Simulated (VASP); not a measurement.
# HfB (Fm-3m) in VASP: a series of runs

The runs below take HfB through single point, with PBE.

Program: VASP 6.6.1. These are calculated values, not measurements. Logs are shortened: lines on timing, memory, paths and dates and some standing lists are left out, and cuts for length are marked.

## 1. The cell of the first run

Symmetry: Fm-3m, No. 225, cubic system. Conventional cell: a = 4.558 Å, b = 4.558 Å, c = 4.558 Å, α = 90.00°, β = 90.00°, γ = 90.00°. Within 3.0 Å of Hf (site symmetry m-3m) lie 6 B at 2.28 Å. Within 3.0 Å of B (site symmetry m-3m) lie 6 Hf at 2.28 Å.

## 2. Single point, PBE (volume scaled by 0.96)

INCAR

```
SYSTEM = HfB
ALGO = Normal
EDIFF = 1E-6
ENCUT = 520
GGA = PE
ISIF = 2
ISMEAR = -1
LASPH = .TRUE.
LCHARG = .FALSE.
LREAL = .FALSE.
LWAVE = .FALSE.
NBANDS = 14
NELM = 100
PREC = Accurate
SIGMA = 0.05
```

KPOINTS

```
k-points
0
G
  10 10 10
  0 0 0
```

POSCAR

```
HfB
1.0
    0.0000000000      2.2787799567      2.2787799567
    2.2787799567      0.0000000000      2.2787799567
    2.2787799567      2.2787799567      0.0000000000
Hf B
1 1
Direct
    0.5000000000      0.5000000000      0.5000000000
    0.0000000000      0.0000000000      0.0000000000
```

Potentials or basis: VASP PAW PBE potentials, release 64 (Hf_pv, B).

The run is started by

```console
$ cat potpaw_PBE.64/Hf_pv/POTCAR potpaw_PBE.64/B/POTCAR > POTCAR
$ mpirun -np 1 vasp_std > vasp.out
```

OUTCAR:

```text
SYSTEM = HfB
   EDIFF = 1E-6
   ENCUT = 520
   GGA = PE
   ISIF = 2
   ISMEAR = -1
   LASPH = .TRUE.
   LREAL = .FALSE.
   NELM = 100
   PREC = Accurate

 ion  position               nearest neighbor table
   1  0.500  0.500  0.500-   2 2.28   2 2.28   2 2.28   2 2.28   2 2.28   2 2.28
   2  0.000  0.000  0.000-   1 2.28   1 2.28   1 2.28   1 2.28   1 2.28   1 2.28

  LATTYP: Found a face centered cubic cell.
 ALAT       =     4.5575599134

  Lattice vectors:

 A1 = (   0.0000000000,   2.2787799567,   2.2787799567)
 A2 = (   2.2787799567,   0.0000000000,   2.2787799567)
 A3 = (   2.2787799567,   2.2787799567,   0.0000000000)

Analysis of symmetry for initial positions (statically):
=====================================================================
 Subroutine PRICEL returns:
 Original cell was already a primitive cell.

 Routine SETGRP: Setting up the symmetry group for a
 face centered cubic supercell.

 Subroutine GETGRP returns: Found 48 space group operations
 (whereof 48 operations were pure point group operations)
 out of a pool of 48 trial point group operations.

The static configuration has the point symmetry O_h .

Analysis of symmetry for dynamics (positions and initial velocities):
=====================================================================
 Subroutine PRICEL returns:
 Original cell was already a primitive cell.

 Routine SETGRP: Setting up the symmetry group for a
 face centered cubic supercell.

 Subroutine GETGRP returns: Found 48 space group operations
 (whereof 48 operations were pure point group operations)
 out of a pool of 48 trial point group operations.

The dynamic configuration has the point symmetry O_h .

 Subroutine INISYM returns: Found 48 space group operations
 (whereof 48 operations are pure point group operations),
 and found     1 'primitive' translations

----------------------------------------------------------------------------------------

                                     Primitive cell

  volume of cell :      23.6667

  direct lattice vectors                    reciprocal lattice vectors
     0.000000000  2.278779957  2.278779957    -0.219415656  0.219415656  0.219415656
     2.278779957  0.000000000  2.278779957     0.219415656 -0.219415656  0.219415656
     2.278779957  2.278779957  0.000000000     0.219415656  0.219415656 -0.219415656

  length of vectors
     3.222681520  3.222681520  3.222681520     0.380039065  0.380039065  0.380039065

  position of ions in fractional coordinates (direct lattice)
     0.500000000  0.500000000  0.500000000
     0.000000000  0.000000000  0.000000000

  ion indices of the primitive-cell ions
   primitive index   ion index
                 1           1
                 2           2

----------------------------------------------------------------------------------------

 KPOINTS: k-points

Automatic generation of k-mesh.
 Grid dimensions read from file:
 generate k-points for:   10   10   10

 Generating k-lattice:

  Cartesian coordinates                     Fractional coordinates (reciprocal lattice)
    -0.021941566  0.021941566  0.021941566     0.100000000  0.000000000  0.000000000
     0.021941566 -0.021941566  0.021941566     0.000000000  0.100000000  0.000000000
     0.021941566  0.021941566 -0.021941566     0.000000000  0.000000000  0.100000000

  Length of vectors
     0.038003906  0.038003906  0.038003906

  Shift w.r.t. Gamma in fractional coordinates (k-lattice)
     0.000000000  0.000000000  0.000000000

 Subroutine IBZKPT returns following result:
 ===========================================

 Found     47 irreducible k-points:

 Following reciprocal coordinates:
            Coordinates               Weight
  0.000000  0.000000  0.000000      1.000000
  0.100000  0.000000  0.000000      8.000000
  0.200000  0.000000  0.000000      8.000000
  0.300000  0.000000  0.000000      8.000000
  0.400000  0.000000  0.000000      8.000000
  0.500000  0.000000  0.000000      4.000000
[... 16 lines left out ...]
  0.300000  0.300000  0.000000      6.000000
  0.400000  0.300000  0.000000     24.000000
 [... further k-points ...]
   k-points           NKPTS =     47   k-points in BZ     NKDIM =     47   number of bands    NBANDS=     14
   number of dos      NEDOS =    301   number of ions     NIONS =      2
   total plane-waves  NPLWV =  13824
   dimension x,y,z NGX =    24 NGY =   24 NGZ =   24
   dimension x,y,z NGXF=    48 NGYF=   48 NGZF=   48
   ions per type =               1   1
   NGX,Y,Z   is equivalent  to a cutoff of  12.38, 12.38, 12.38 a.u.
   NGXF,Y,Z  is equivalent  to a cutoff of  24.76, 24.76, 24.76 a.u.
 SYSTEM =  HfB
   PREC   = accura    normal or accurate (medium, high low for compatibility)
   ISTART =      0    job   : 0-new  1-cont  2-samecut
   ICHARG =      2    charge: 1-file 2-atom 10-const
   ISPIN  =      1    spin polarized calculation?
   LNONCOLLINEAR =      F non collinear calculations
   LSORBIT =      F    spin-orbit coupling
   LASPH  =      T    aspherical Exc in radial PAW
   ENCUT  =  520.0 eV  38.22 Ry    6.18 a.u.   5.99  5.99  5.99*2*pi/ulx,y,z
   NELM   =    100;   NELMIN=  2; NELMDL= -5     # of ELM steps
   EDIFF  = 0.1E-05   stopping-criterion for ELM
   LREAL  =      F    real-space projection
   EDIFFG = 0.1E-04   stopping-criterion for IOM
   NSW    =      0    number of steps for IOM
   IBRION =     -1    ionic relax: 0-MD 1-quasi-New 2-CG
   NFREE  =      0    steps in history (QN), initial steepest desc. (CG)
   ISIF   =      2    stress and relaxation
   ISYM   =      2    0-nonsym 1-usesym 2-fastsym
   POTIM  = 0.5000    time-step for ionic-motion
   TEBEG  =    0.0;   TEEND  =   0.0 temperature during run
   PSTRESS=    0.0 pullay stress
   NELECT =      13.0000    total number of electrons
   NUPDOWN=      -1.0000    fix difference up-down
   EMIN   =  10.00;   EMAX   =-10.00  energy-range for DOS
   EFERMI =   0.00;   METHOD = LEGACY
   ISMEAR =    -1;   SIGMA  =   0.05  broadening in eV -4-tet -1-fermi 0-gaus
   EFERMI_NEDOS =   21; number of points for ismear=-14 and -15
   IALGO  =     38    algorithm
   IMIX   =      4    mixing-type and parameters
     AMIX     =   0.40;   BMIX     =  1.00
     AMIX_MAG =   1.60;   BMIX_MAG =  1.00
  volume/ion in A,a.u.               =      11.83        79.86
  Fermi-wavevector in a.u.,A,eV,Ry     =   1.340737  2.533625 24.457498  1.797575
  Thomas-Fermi vector in A             =   2.469026
   LORBIT       =      0    0 simple, 1 ext, 2 COOP (PROOUT), +10 PAW based schemes
   GGA     = PE    functional components
   LHFCALC =     F    Hartree Fock is set to
   AEXX    =    0.0000 exact exchange contribution
   IVDW    =     0    specifies the selected vdW correction
   LEPSILON=     F    determine dielectric tensor
   LRPA    =     F    only Hartree local field effects (RPA)
 non-spin polarized calculation
  energy-cutoff  :      520.00
  volume of cell :       23.67
 maximum number of plane-waves:       648
   NGX = 11   NGY = 11   NGZ = 11

 number of electron      13.0000001 magnetization

 Free energy of the ion-electron system (eV)
  ---------------------------------------------------
  ext. energy  EPLUGINS =         0.00000000
  ---------------------------------------------------
  free energy    TOTEN  =       -16.92465857 eV

  energy without entropy =      -16.91526043  energy(sigma->0) =      -16.91995950

 E-fermi :   5.3754     XC(G=0): -12.5001

 val. band max:        5.3318425136   @ k =  -0.2000   0.1000   0.0000
 cond. band min:       5.4009699411   @ k =   0.5000   0.3000   0.1000
 fundamental gap:      0.0691274276
 Fermi energy:         5.3753696192

 k-point     1 :       0.0000    0.0000    0.0000
  band No.  band energies     occupation
      1     -22.6826      2.00000
      2     -22.6826      2.00000
      3     -22.6826      2.00000
      4      -4.3104      2.00000
      5       7.6345      0.00000
      6       7.6345      0.00000
      7       7.6345      0.00000
      8       9.4645      0.00000
      9       9.4645      0.00000
     10       9.4645      0.00000
     11       9.7789      0.00000
     12       9.7789      0.00000
     13      17.2311      0.00000
     14      19.0354      0.00000

 k-point     2 :       0.1000    0.0000    0.0000
  band No.  band energies     occupation
      1     -22.7698      2.00000
      2     -22.6912      2.00000
      3     -22.6912      2.00000
      4      -4.0059      2.00000
      5       6.7012      0.00000
      6       7.2598      0.00000
      7       7.2598      0.00000
      8       8.4018      0.00000
      9       8.4018      0.00000
     10       9.9452      0.00000
     11      11.8257      0.00000
     12      11.8257      0.00000
     13      18.0041      0.00000
     14      19.3398      0.00000

 k-point     3 :       0.2000    0.0000    0.0000
  band No.  band energies     occupation
      1     -22.9912      2.00000
      2     -22.7136      2.00000
      3     -22.7136      2.00000
      4      -3.1608      2.00000
      5       5.1565      1.97522
      6       5.9230      0.00004
      7       5.9230      0.00004
      8       9.0113      0.00000
      9       9.0113      0.00000
     10      10.4740      0.00000
     11      14.3180      0.00000
     12      14.3180      0.00000
     13      19.6037      0.00000
     14      20.1208      0.00000
[... 324 lines left out ...]
 k-point    23 :       0.3000    0.3000    0.0000
  band No.  band energies     occupation
      1     -23.2049      2.00000
      2     -22.8800      2.00000
      3     -22.8800      2.00000
      4      -1.7287      2.00000
      5       3.2186      2.00000
      6       5.0710      1.99547
      7       7.1711      0.00000
      8       7.1711      0.00000
      9      11.0646      0.00000
     10      13.5885      0.00000
     11      13.5885      0.00000
     12      17.5064      0.00000
     13      20.7416      0.00000
     14      21.1941      0.00000

 k-point    24 :       0.4000    0.3000    0.0000
  band No.  band energies     occupation
      1     -23.3140      2.00000
      2     -22.9382      2.00000
      3     -22.9114      2.00000
      4      -1.2866      2.00000
      5       3.2395      2.00000
      6       4.5465      2.00000
      7       6.8201      0.00000
      8       7.6660      0.00000
      9      12.0285      0.00000
     10      13.7444      0.00000
     11      14.0198      0.00000
     12      18.4834      0.00000
     13      18.9517      0.00000
     14      20.8667      0.00000

 [... further k-points ...]

------------------------ aborting loop because EDIFF is reached ----------------------------------------

  FORCE on cell =-STRESS in cart. coord.  units (eV):
  Direction    XX          YY          ZZ          XY          YZ          ZX
  --------------------------------------------------------------------------------------
  -------------------------------------------------------------------------------------
  Total        6.3222029      6.3222029      6.3222029      0.0000000     -0.0000000      0.0000000
  in kB      427.9981047    427.9981047    427.9981047      0.0000000     -0.0000000      0.0000000
  external PRESSURE =     427.9981047 kB  Pullay stress =       0.0000000 kB

 VOLUME and BASIS-vectors are now :
 -----------------------------------------------------------------------------
  energy-cutoff  :      520.00
  volume of cell :       23.67
      direct lattice vectors                 reciprocal lattice vectors
     0.000000000  2.278779957  2.278779957    -0.219415656  0.219415656  0.219415656
     2.278779957  0.000000000  2.278779957     0.219415656 -0.219415656  0.219415656
     2.278779957  2.278779957  0.000000000     0.219415656  0.219415656 -0.219415656

 POSITION                                       TOTAL-FORCE (eV/Angst)
 -----------------------------------------------------------------------------------
      2.27878      2.27878      2.27878        -0.000000     -0.000000      0.000000
      0.00000      0.00000      0.00000         0.000000      0.000000     -0.000000
 -----------------------------------------------------------------------------------
    total drift:                               -0.000000     -0.000000      0.000000

  FREE ENERGIE OF THE ION-ELECTRON SYSTEM (eV)
  ---------------------------------------------------
  free  energy   TOTEN  =       -16.9246585673 eV

  energy  without entropy=      -16.9152604302  energy(sigma->0) =      -16.91995950
```

Wall time 6.8 s (1 thread of Intel Xeon Platinum 8559C (Emerald Rapids), shared host); peak memory 0.15 GiB.

What came out:

| Property | Result |
| --- | --- |
| Free energy | -16.9247 eV |
| Pressure | 42.8 GPa |

Caveat: the cell differs from its parent crystal (volume scaled by 0.96); spin-orbit coupling is left out, which moves the levels of the heavy elements.

## 3. Single point, PBE

This run uses another cell than the first one, of 12.33 Å³/atom, 1.042 times its volume.

INCAR

```
  ALGO = Normal
  EDIFF = 1E-6
  ENCUT = 520
  GGA = PE
  ISIF = 2
  ISMEAR = 0
  LASPH = True
  LCHARG = False
  LREAL = False
  LWAVE = False
  NBANDS = 14
  NELM = 60
  PREC = Accurate
  SIGMA = 0.025
```

KPOINTS

```
k-points
0
Gamma
  10 10 10
```

POSCAR

```
HfB
1.0
    0.0000000000      2.3100000000      2.3100000000
    2.3100000000      0.0000000000      2.3100000000
    2.3100000000      2.3100000000      0.0000000000
Hf B
1 1
Direct
    0.5000000000      0.5000000000      0.5000000000
    0.0000000000      0.0000000000      0.0000000000
```

Potentials or basis: VASP PAW PBE potentials, release 64 (Hf_pv, B).

The run is started by

```console
$ cat potpaw_PBE.64/Hf_pv/POTCAR potpaw_PBE.64/B/POTCAR > POTCAR
$ mpirun -np 1 vasp_std > vasp.out
```

Run time: 4.4 s. Hardware: 1 thread of Intel Xeon 6975P-C (Granite Rapids), shared host; peak memory 0.15 GiB.

It converged, with:

| Property | Result |
| --- | --- |
| Free energy | -17.1432 eV |
| Pressure | 30.2 GPa |

Levels at points of the mesh, in eV from the Fermi level:
```csv
k point,band 3,band 4,band 5,band 6,band 7,band 8,band 9,band 10,band 11,band 12
"(0.00, 0.00, 0.00)",-28.26,-9.55,2.23,2.23,2.23,3.97,3.97,3.97,4.26,4.26
"(0.50, 0.00, 0.00)",-28.34,-5.00,-4.05,-1.35,-1.35,6.57,6.57,7.62,8.48,14.04
"(0.50, 0.50, 0.00)",-28.52,-6.72,-1.07,-0.89,2.39,2.39,6.28,7.95,7.95,9.46
```

Caveat: spin-orbit coupling is left out, which moves the levels of the heavy elements.

## 4. Single point, PBE

This run uses another cell than the first one, of 12.33 Å³/atom, 1.042 times its volume.

INCAR

```
SYSTEM = HfB
ALGO = Normal
EDIFF = 1E-6
ENCUT = 520
GGA = PE
ISIF = 2
ISMEAR = 0
LASPH = .TRUE.
LCHARG = .TRUE.
LELF = .TRUE.
LREAL = .FALSE.
LVHAR = .TRUE.
LWAVE = .FALSE.
NBANDS = 14
NELM = 60
PREC = Accurate
SIGMA = 0.026000000000000002
```

KPOINTS

```
k-points
0
G
  10 10 10
  0 0 0
```

POSCAR is that of step 3.

The run is started by

```console
$ cat potpaw_PBE.64/Hf_pv/POTCAR potpaw_PBE.64/B/POTCAR > POTCAR
$ mpirun -np 1 vasp_std > vasp.out
```

Wall time 4.5 s (1 thread of Intel Xeon 6975P-C (Granite Rapids), shared host); peak memory 0.15 GiB.

It converged, with:

```
Free energy : -17.1432 eV
Pressure    : 30.2 GPa
```

Levels at points of the mesh, in eV from the Fermi level:
```tsv
k point	band 4	band 5	band 6	band 7	band 8	band 9	band 10	band 11
(0.00, 0.00, 0.00)	-9.55	2.23	2.23	2.23	3.97	3.97	3.97	4.26
(0.50, 0.00, 0.00)	-5.00	-4.05	-1.35	-1.35	6.57	6.57	7.62	8.48
(0.50, 0.50, 0.00)	-6.72	-1.07	-0.89	2.39	2.39	6.28	7.95	7.95
```

Caveat: spin-orbit coupling is left out, which moves the levels of the heavy elements.

[end of part 1 of 2]
